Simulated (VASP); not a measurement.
# Pt (Fm-3m) in VASP: settings compared

Pt is run at these levels: r2SCAN, PBE; tasks: single point, relaxation of cell and atoms.

Everything below comes from runs of VASP 6.6.1. Logs are shortened: lines on timing, memory, paths and dates and some standing lists are left out, and cuts for length are marked.

## (1) The cell of the first run

The structure is cubic, space group Fm-3m (No. 225). The conventional cell has a = 3.970 Å, b = 3.970 Å, c = 3.970 Å, α = 90.00°, β = 90.00°, γ = 90.00°. Within 3.7 Å of Pt (site symmetry m-3m) lie 12 Pt at 2.81 Å.

## (2) Single point, r2SCAN

File POSCAR:

```
Pt
1.0
    0.0000000000      1.9850569802      1.9850569802
    1.9850569802      0.0000000000      1.9850569802
    1.9850569802      1.9850569802      0.0000000000
Pt
1
Direct
    0.0000000000      0.0000000000      0.0000000000
```

File INCAR.step1:

```
PREC     = Accurate       # precision mode
ENCUT    = 520            # plane-wave cutoff, eV
ISMEAR   = 0              # smearing method
SIGMA    = 0.1            # smearing width, eV
LREAL    = F              # projectors in reciprocal space
LASPH    = T              # aspherical terms in the spheres
NELM     = 100            # most SCF steps
NBANDS   = 11             # bands
GGA      = PE             # functional
ALGO     = Normal         # electronic algorithm
EDIFF    = 1E-4           # SCF threshold, eV
LWAVE    = T              # write WAVECAR
LCHARG   = F              # write CHGCAR
```

File INCAR.step2:

```
PREC     = Accurate       # precision mode
ENCUT    = 520            # plane-wave cutoff, eV
EDIFF    = 1E-6           # SCF threshold, eV
ISMEAR   = 0              # smearing method
SIGMA    = 0.1            # smearing width, eV
LREAL    = F              # projectors in reciprocal space
LASPH    = T              # aspherical terms in the spheres
NELM     = 100            # most SCF steps
ALGO     = Normal         # electronic algorithm
ISIF     = 2              # what is computed and relaxed
LWAVE    = F              # write WAVECAR
LCHARG   = F              # write CHGCAR
METAGGA  = R2SCAN         # meta-GGA
LMIXTAU  = T            
NBANDS   = 11             # bands
ISTART   = 1
```

File KPOINTS:

```
regular mesh
0
Gamma
  18 18 18
```

Potentials or basis: VASP PAW PBE potentials, release 64 (Pt).

The run is started by

```bash
$ cat potpaw_PBE.64/Pt/POTCAR > POTCAR
$ cp INCAR.step1 INCAR
$ mpirun -np 1 vasp_std > vasp.out
$ cp INCAR.step2 INCAR
$ mpirun -np 1 vasp_std > vasp.out
```

OUTCAR:

```text
PREC = Accurate
   ENCUT = 520
   EDIFF = 1E-6
   ISMEAR = 0
   LREAL = F
   LASPH = T
   NELM = 100
   ISIF = 2
   METAGGA = R2SCAN
   ISTART = 1

 ion  position               nearest neighbor table
   1  0.000  0.000  0.000-

  LATTYP: Found a face centered cubic cell.
 ALAT       =     3.9701139604

  Lattice vectors:

 A1 = (   0.0000000000,   1.9850569802,   1.9850569802)
 A2 = (   1.9850569802,   0.0000000000,   1.9850569802)
 A3 = (   1.9850569802,   1.9850569802,   0.0000000000)

Analysis of symmetry for initial positions (statically):
=====================================================================
 Subroutine PRICEL returns:
 Original cell was already a primitive cell.

 Routine SETGRP: Setting up the symmetry group for a
 face centered cubic supercell.

 Subroutine GETGRP returns: Found 48 space group operations
 (whereof 48 operations were pure point group operations)
 out of a pool of 48 trial point group operations.

The static configuration has the point symmetry O_h .

Analysis of symmetry for dynamics (positions and initial velocities):
=====================================================================
 Subroutine PRICEL returns:
 Original cell was already a primitive cell.

 Routine SETGRP: Setting up the symmetry group for a
 face centered cubic supercell.

 Subroutine GETGRP returns: Found 48 space group operations
 (whereof 48 operations were pure point group operations)
 out of a pool of 48 trial point group operations.

The dynamic configuration has the point symmetry O_h .

 Subroutine INISYM returns: Found 48 space group operations
 (whereof 48 operations are pure point group operations),
 and found     1 'primitive' translations

----------------------------------------------------------------------------------------

                                     Primitive cell

  volume of cell :      15.6440

  direct lattice vectors                    reciprocal lattice vectors
     0.000000000  1.985056980  1.985056980    -0.251881938  0.251881938  0.251881938
     1.985056980  0.000000000  1.985056980     0.251881938 -0.251881938  0.251881938
     1.985056980  1.985056980  0.000000000     0.251881938  0.251881938 -0.251881938

  length of vectors
     2.807294503  2.807294503  2.807294503     0.436272315  0.436272315  0.436272315

  position of ions in fractional coordinates (direct lattice)
     0.000000000  0.000000000  0.000000000
[... 75 lines left out ...]
   NELM   =    100;   NELMIN=  2; NELMDL=  0     # of ELM steps
   EDIFF  = 0.1E-05   stopping-criterion for ELM
   LREAL  =      F    real-space projection
   EDIFFG = 0.1E-04   stopping-criterion for IOM
   NSW    =      0    number of steps for IOM
   IBRION =     -1    ionic relax: 0-MD 1-quasi-New 2-CG
   NFREE  =      0    steps in history (QN), initial steepest desc. (CG)
   ISIF   =      2    stress and relaxation
   ISYM   =      2    0-nonsym 1-usesym 2-fastsym
   POTIM  = 0.5000    time-step for ionic-motion
   TEBEG  =    0.0;   TEEND  =   0.0 temperature during run
   PSTRESS=    0.0 pullay stress
   NELECT =      10.0000    total number of electrons
   NUPDOWN=      -1.0000    fix difference up-down
   EMIN   =  10.00;   EMAX   =-10.00  energy-range for DOS
   EFERMI =   0.00;   METHOD = LEGACY
   ISMEAR =     0;   SIGMA  =   0.10  broadening in eV -4-tet -1-fermi 0-gaus
   EFERMI_NEDOS =   21; number of points for ismear=-14 and -15
   IALGO  =     38    algorithm
   IMIX   =      4    mixing-type and parameters
     AMIX     =   0.40;   BMIX     =  1.00
     AMIX_MAG =   1.60;   BMIX_MAG =  1.00
  volume/ion in A,a.u.               =      15.64       105.57
  Fermi-wavevector in a.u.,A,eV,Ry     =   1.410236  2.664960 27.058806  1.988766
  Thomas-Fermi vector in A             =   2.532211
   LORBIT       =      0    0 simple, 1 ext, 2 COOP (PROOUT), +10 PAW based schemes
   METAGGA = R2SCAN    functional components
   LHFCALC =     F    Hartree Fock is set to
   AEXX    =    0.0000 exact exchange contribution
   IVDW    =     0    specifies the selected vdW correction
   LEPSILON=     F    determine dielectric tensor
   LRPA    =     F    only Hartree local field effects (RPA)
 non-spin polarized calculation
 Gauss-broadening in eV      SIGMA  =   0.10
  energy-cutoff  :      520.00
  volume of cell :       15.64
 maximum number of plane-waves:       444
 NGX is ok and might be reduce to    24
   NGX = 11   NGY = 11   NGZ = 11

 number of electron      10.0000002 magnetization

 Free energy of the ion-electron system (eV)
  ---------------------------------------------------
  ext. energy  EPLUGINS =         0.00000000
  ---------------------------------------------------
  free energy    TOTEN  =       -51.49672849 eV

  energy without entropy =      -51.48605940  energy(sigma->0) =      -51.49139395

 E-fermi :  10.3248     XC(G=0): -14.3767

 val. band max:       10.3247468450   @ k =  -0.2778   0.3889   0.1667
 cond. band min:      10.3308379381   @ k =   0.3889   0.1667   0.0000
 fundamental gap:      0.0060910931
 Fermi energy:        10.3248016348

 k-point     1 :       0.0000    0.0000    0.0000
  band No.  band energies     occupation
      1       0.2498      2.00000
      2       6.6344      2.00000
      3       6.6344      2.00000
      4       6.6344      2.00000
      5       8.6685      2.00000
      6       8.6685      2.00000
      7      25.9023      0.00000
      8      30.8566      0.00000
      9      30.8566      0.00000
     10      30.8566      0.00000
     11      36.5925      0.00000
[... 309 lines left out ...]
 k-point    24 :      -0.2222    0.0556    0.0000
  band No.  band energies     occupation
      1       2.3059      2.00000
      2       6.1742      2.00000
      3       7.0083      2.00000
      4       7.0719      2.00000
      5       8.5132      2.00000
      6       9.1752      2.00000
      7      24.5757      0.00000
      8      27.6889      0.00000
      9      32.0014      0.00000
     10      33.6930      0.00000
     11      34.8638      0.00000

 [... further k-points ...]
[... 5 lines left out ...]
  --------------------------------------------------------------------------------------
  -------------------------------------------------------------------------------------
  Total       -0.5077448     -0.5077448     -0.5077448      0.0000000      0.0000000      0.0000000
  in kB      -52.0004539    -52.0004539    -52.0004539      0.0000000      0.0000000      0.0000000
  external PRESSURE =     -52.0004539 kB  Pullay stress =       0.0000000 kB

 VOLUME and BASIS-vectors are now :
 -----------------------------------------------------------------------------
  energy-cutoff  :      520.00
  volume of cell :       15.64
      direct lattice vectors                 reciprocal lattice vectors
     0.000000000  1.985056980  1.985056980    -0.251881938  0.251881938  0.251881938
     1.985056980  0.000000000  1.985056980     0.251881938 -0.251881938  0.251881938
     1.985056980  1.985056980  0.000000000     0.251881938  0.251881938 -0.251881938

 POSITION                                       TOTAL-FORCE (eV/Angst)
 -----------------------------------------------------------------------------------
      0.00000      0.00000      0.00000         0.000000     -0.000000     -0.000000
 -----------------------------------------------------------------------------------
    total drift:                               -0.000000      0.000000     -0.000000

  FREE ENERGIE OF THE ION-ELECTRON SYSTEM (eV)
  ---------------------------------------------------
  free  energy   TOTEN  =       -51.4967284896 eV

  energy  without entropy=      -51.4860594023  energy(sigma->0) =      -51.49139395
```

OUTCAR.step1:

```text
PREC = Accurate
   ENCUT = 520
   ISMEAR = 0
   LREAL = F
   LASPH = T
[... 552 lines left out ...]

 POSITION                                       TOTAL-FORCE (eV/Angst)
 -----------------------------------------------------------------------------------
      0.00000      0.00000      0.00000         0.000000     -0.000000      0.000000
 -----------------------------------------------------------------------------------
    total drift:                               -0.000000      0.000000     -0.000000

  FREE ENERGIE OF THE ION-ELECTRON SYSTEM (eV)
  ---------------------------------------------------
  free  energy   TOTEN  =        -6.1000466677 eV

  energy  without entropy=       -6.0887717782  energy(sigma->0) =       -6.09440922
```

Run time: 1.7 min. Hardware: 1 thread of AMD EPYC 9R14 (Zen 4), shared host; peak memory 0.14 GiB.

Results:

* Free energy: -51.4967 eV
* Pressure: -5.2 GPa
* Band gap on the k mesh: zero (band 5 reaches 10.81 eV, above the bottom of band 6 at 8.58 eV)

Caveat: the PAW data sets were made with another functional, which shifts forces and pressure a little; spin-orbit coupling is left out, which moves the levels of the heavy elements.

## (3) Single point, PBE

This run uses another cell than the first one, of 15.08 Å³/atom, 0.964 times its volume.

File INCAR:

```
PREC     = Accurate       # precision mode
ENCUT    = 520            # plane-wave cutoff, eV
EDIFF    = 1E-6           # SCF threshold, eV
ISMEAR   = 0              # smearing method
SIGMA    = 0.1            # smearing width, eV
LREAL    = F              # projectors in reciprocal space
LASPH    = T              # aspherical terms in the spheres
NELM     = 60             # most SCF steps
ALGO     = Fast           # electronic algorithm
ISIF     = 2              # what is computed and relaxed
LWAVE    = F              # write WAVECAR
LCHARG   = F              # write CHGCAR
GGA      = PE             # functional
NBANDS   = 11             # bands
```

File KPOINTS:

```
Automatic mesh
0
Gamma
  8 8 8
```

File POSCAR:

```
Pt
1.0
    0.0000000000      1.9609000000      1.9609000000
    1.9609000000      0.0000000000      1.9609000000
    1.9609000000      1.9609000000      0.0000000000
Pt
1
Direct
    0.0000000000      0.0000000000      0.0000000000
```

Potentials or basis: VASP PAW PBE potentials, release 64 (Pt).

The run is started by

```bash
$ cat potpaw_PBE.64/Pt/POTCAR > POTCAR
$ mpirun -np 1 vasp_std > vasp.out
```

It took 5 s on 1 thread of Intel Xeon Platinum 8259CL at 2.50GHz (Skylake/Cascade Lake), shared host; peak memory 0.14 GiB.

Results (log left out):

```
Free energy            : -6.0731 eV
Pressure               : 8.8 GPa
Band gap on the k mesh : zero (band 5 reaches 11.72 eV, above the bottom of band 6 at 9.50 eV)
```

Levels at points of the mesh, in eV from the Fermi level:
```tsv
k point	band 2	band 3	band 4	band 5	band 6	band 7	band 8	band 9
(0.00, 0.00, 0.00)	-3.75	-3.75	-3.75	-1.60	-1.60	14.71	19.68	19.68
(0.50, 0.00, 0.00)	-3.81	-3.81	-0.40	0.07	0.07	5.89	14.28	19.05
(0.50, 0.50, 0.00)	-6.57	0.04	0.52	0.52	1.85	8.93	11.46	11.46
```

Caveat: spin-orbit coupling is left out, which moves the levels of the heavy elements.

## (4) Single point, PBE

This run uses another cell than the first one, of 15.61 Å³/atom, 0.998 times its volume.

File INCAR:

```
SYSTEM = Pt
  ALGO = Fast
  EDIFF = 1E-6
  ENCUT = 520
  GGA = PE
  ISIF = 2
  ISMEAR = 0
  LASPH = .True.
  LCHARG = .False.
  LREAL = .False.
  LWAVE = .False.
  NBANDS = 11
  NELM = 100
  PREC = Accurate
  SIGMA = 0.1
```

File KPOINTS:

```
k-points
0
Gamma
  8 8 8
  0 0 0
```

File POSCAR:

```
Pt
1.0
    0.0000000000      1.9836410152      1.9836410152
    1.9836410152      0.0000000000      1.9836410152
    1.9836410152      1.9836410152      0.0000000000
Pt
1
Direct
    0.0000000000      0.0000000000      0.0000000000
```

The run is started by

```bash
$ cat potpaw_PBE.64/Pt/POTCAR > POTCAR
$ mpirun -np 1 vasp_std > vasp.out
```

Wall time 5.1 s (1 thread of Intel Xeon Platinum 8259CL at 2.50GHz (Skylake/Cascade Lake), shared host); peak memory 0.14 GiB.

Results (log left out):

```yaml
Free_energy: -6.0866 eV
Pressure: -0.7 GPa
Band_gap_on_the_k_mesh: zero (band 5 reaches 11.03 eV, above the bottom of band 6 at 8.94 eV)
```

Levels at points of the mesh, in eV from the Fermi level:
```tsv
k point	band 3	band 4	band 5	band 6	band 7	band 8
(0.00, 0.00, 0.00)	-3.54	-3.54	-1.51	-1.51	14.81	19.58
(0.50, 0.00, 0.00)	-3.60	-0.26	0.07	0.07	5.63	14.37
(0.50, 0.50, 0.00)	0.03	0.49	0.49	1.92	8.56	11.36
```

Caveat: spin-orbit coupling is left out, which moves the levels of the heavy elements.

## (5) Relaxation of cell and atoms, PBE

This run uses another cell than the first one, of 15.08 Å³/atom, 0.964 times its volume.

File INCAR:

```
ALGO     = Normal         # electronic algorithm
EDIFF    = 1E-6           # SCF threshold, eV
EDIFFG   = -0.05          # ionic threshold
ENCUT    = 600            # plane-wave cutoff, eV
GGA      = PE             # functional
IBRION   = 2              # ionic algorithm
ISIF     = 3              # what is computed and relaxed
ISMEAR   = 0              # smearing method
LASPH    = T              # aspherical terms in the spheres
LCHARG   = F              # write CHGCAR
LREAL    = F              # projectors in reciprocal space
LWAVE    = F              # write WAVECAR
NELM     = 80             # most SCF steps
NSW      = 100            # ionic steps
PREC     = Accurate       # precision mode
SIGMA    = 0.1            # smearing width, eV
```

File KPOINTS:

```
k-points
0
Gamma
  8 8 8
```

File POSCAR:

```
Pt
1.0
    0.0000000000      1.9609000000      1.9609000000
    1.9609000000      0.0000000000      1.9609000000
    1.9609000000      1.9609000000      0.0000000000
Pt
1
Direct
    0.0000000000      0.0000000000      0.0000000000
```

The run is started by

```bash
$ cat potpaw_PBE.64/Pt/POTCAR > POTCAR
$ mpirun -np 1 vasp_std > vasp.out
```

It took 9.6 s on 1 thread of Intel Xeon Platinum 8259CL at 2.50GHz (Skylake/Cascade Lake), shared host; peak memory 0.14 GiB.

It converged, with:

* Free energy: -6.0867 eV
* Relaxed volume: 15.59 Å³/atom
* Relaxed cell: a = 2.804 Å, b = 2.804 Å, c = 2.804 Å, α = 60.00°, β = 60.00°, γ = 60.00°
* Space group after relaxing (to 0.05 Å): Fm-3m (No. 225)
* Energy gained by relaxing: 13.3 meV/atom
* Ionic steps: 3
* Pressure after relaxing: -0.2 GPa
* Band gap on the k mesh: zero (band 5 reaches 11.06 eV, above the bottom of band 6 at 8.96 eV)

Step by step:
```csv
step,energy change (eV),largest force (eV/Å),pressure (GPa),volume (Å³)
1,0.0000,0.0000,8.95,15.08
2,0.0701,0.0000,-16.87,16.99
3,-0.0133,0.0000,-0.22,15.59
```

Final structure:
```
CELL_PARAMETERS angstrom
0.00000 1.98276 1.98276
1.98276 0.00000 1.98276
1.98276 1.98276 0.00000
ATOMIC_POSITIONS crystal
Pt 0.00000 0.00000 0.00000
```

Levels at points of the mesh, in eV from the Fermi level:
| k point | band 1 | band 2 | band 3 | band 4 | band 5 | band 6 | band 7 | band 8 | band 9 |
| --- | --- | --- | --- | --- | --- | --- | --- | --- | --- |
| (0.00, 0.00, 0.00) | -9.77 | -3.55 | -3.55 | -3.55 | -1.51 | -1.51 | 14.81 | 19.58 | 19.58 |
| (0.50, 0.00, 0.00) | -6.93 | -3.60 | -3.60 | -0.26 | 0.07 | 0.07 | 5.64 | 14.36 | 18.82 |
| (0.50, 0.50, 0.00) | -6.66 | -6.23 | 0.03 | 0.49 | 0.49 | 1.92 | 8.58 | 11.36 | 11.36 |

Caveat: spin-orbit coupling is left out, which moves the levels of the heavy elements. Zero-point motion and thermal expansion aren't in these numbers.

## (6) Summary

| task | level | cell | k mesh | cutoff (eV) | gap on the mesh (eV) | pressure (GPa) |
| --- | --- | --- | --- | --- | --- | --- |
| single point | r2SCAN | a = 2.807 Å, angles 60.0°, 1 atom | 18 × 18 × 18 | 520 | none | -5.2 |
| single point | PBE | a = 2.773 Å, angles 60.0°, 1 atom | 8 × 8 × 8 | 520 | none | 8.8 |
| single point | PBE | a = 2.805 Å, angles 60.0°, 1 atom | 8 × 8 × 8 | 520 | none | -0.7 |
| relaxation of cell and atoms | PBE | relaxed from a = 2.773 Å, angles 60.0°, 1 atom | 8 × 8 × 8 | 600 | none | -0.2 |

Alike in all rows: potentials or basis VASP PAW PBE potentials, release 64 (Pt); no spin polarisation; smearing gaussian 0.1 eV.

Caveats: spin-orbit coupling is left out, which moves the levels of the heavy elements; the PAW data sets were made with another functional, which shifts forces and pressure a little (some runs).

Absolute energies hang on the potentials; compare differences alone.
